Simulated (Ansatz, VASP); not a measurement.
**SrVO3 in VASP and in Ansatz**

```xyz
5
Lattice="3.9345 0.0000 0.0000 0.0000 3.9345 0.0000 0.0000 0.0000 3.9345" Properties=species:S:1:pos:R:3 pbc="T T T"
Sr    1.9673    1.9673    1.9673
V     0.0000    0.0000    0.0000
O     1.9673    0.0000    0.0000
O     0.0000    1.9673    0.0000
O     0.0000    0.0000    1.9673
```

Alike in both runs: task single point; functional PBE; k mesh 10 × 10 × 10; occupations gaussian, width 0.1 eV; collinear spin.

|  | VASP | Ansatz |
| --- | --- | --- |
| version | VASP 6.6.1 | Ansatz 0.2.0 |
| potentials or method | VASP PAW PBE potentials, release 64 (Sr_sv, V_sv, O), cutoff 520 eV | scalar-relativistic, plane waves, PAW |
| valence electrons in the cell | 41 | 41 |

|  | VASP | Ansatz | Ansatz less VASP |
| --- | --- | --- | --- |
| gap on the k mesh at the Fermi level (eV) | none | none | - |
| pressure (GPa) | -8.6 | -9.2 | -0.59 |
| net moment per atom (μB) | 0.08 | 0.08 | 0.000 |
| size of the moment on the site where the two differ most (μB) | 0.40 | 0.33 | -0.071 |

Site moments also hang on the region over which each program counts them. A gap of «none» marks a metal or a gap that the smearing closes. With one functional, cell and mesh, what is left measures potentials, basis and numerics.
